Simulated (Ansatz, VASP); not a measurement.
**One calculation of KI, two programs**

File INCAR:

```
SYSTEM = KI
ALGO     = Normal         ! electronic algorithm
EDIFF    = 1E-6           ! SCF threshold, eV
ENCUT    = 520            ! plane-wave cutoff, eV
GGA      = PE             ! functional
ISIF     = 2              ! what is computed and relaxed
ISMEAR   = 0              ! smearing method
LASPH    = .TRUE.         ! aspherical terms in the spheres
LCHARG   = .FALSE.        ! write CHGCAR
LREAL    = .FALSE.        ! projectors in reciprocal space
LWAVE    = .FALSE.        ! write WAVECAR
NBANDS   = 15             ! bands
NELM     = 60             ! most SCF steps
PREC     = Accurate       ! precision mode
SIGMA    = 0.05           ! smearing width, eV
```

The input KPOINTS:

```
k-points
0
G
  6 6 6
  0 0 0
```

Contents of POSCAR:

```
KI
1.0
    0.0000000000      3.7308188998      3.5873258652
    3.7308188998      0.0000000000      3.5873258652
    3.7308188998      3.7308188998      0.0000000000
K I
1 1
Direct
   -0.0711393416     -0.0711393416      0.0711393416
    0.5219174889      0.5219174889      0.4780825111
```

Input for Ansatz:

```yaml
crystal:
  lattice:
    - [0.0, 3.7308188998, 3.5873258652]
    - [3.7308188998, 0.0, 3.5873258652]
    - [3.7308188998, 3.7308188998, 0.0]
  atoms:
    - { symbol: K, position: [-0.0711393416, -0.0711393416, 0.0711393416] }
    - { symbol: I, position: [0.5219174889, 0.5219174889, 0.4780825111] }
basis:
  ecutwfc: 420
kpoints:
  mp_grid: { grid: [6, 6, 6] }
hamiltonian:
  xc: pbe
scf:
  occupations: { method: gaussian, width: 0.05 }
output:
  forces: true
  stress: true
  eigenvalues: true
```

Change from the starting cell: mode 6 frozen in at -0.510 Å, equal normal strain along x and y +0.0400.

Alike in both runs: task single point; functional PBE; k mesh 6 × 6 × 6; occupations gaussian, width 0.05 eV; no spin polarisation.

|  | VASP | Ansatz |
| --- | --- | --- |
| version | VASP 6.6.1 | Ansatz 0.2.0 |
| potentials or method | VASP PAW PBE potentials, release 64 (K_sv, I), cutoff 520 eV | scalar-relativistic, plane waves, PAW |
| valence electrons in the cell | 16 | 26 |

Ansatz gave:

```
gap on the k mesh at the Fermi level (eV)                     : 3.76
least direct gap on the mesh (eV)                             : 3.76
pressure (GPa)                                                : 1.3
traceless stress, the component that is largest in VASP (GPa) : 4.44
rms of the force components (eV/Å)                            : 0.844
```

Task: What did VASP give for the same quantities?

Result: gap on the k mesh at the Fermi level (eV): 3.75; least direct gap on the mesh (eV): 3.75; pressure (GPa): 1.4; traceless stress, the component that is largest in VASP (GPa): 4.48; rms of the force components (eV/Å): 0.854.

Atom by atom the forces differ by 0.009 eV/Å (rms over components). VASP's potentials hold 16 valence electrons a cell and Ansatz's 26, so a difference there can come from the potentials and not from the codes.

Neither program's run includes spin-orbit coupling.
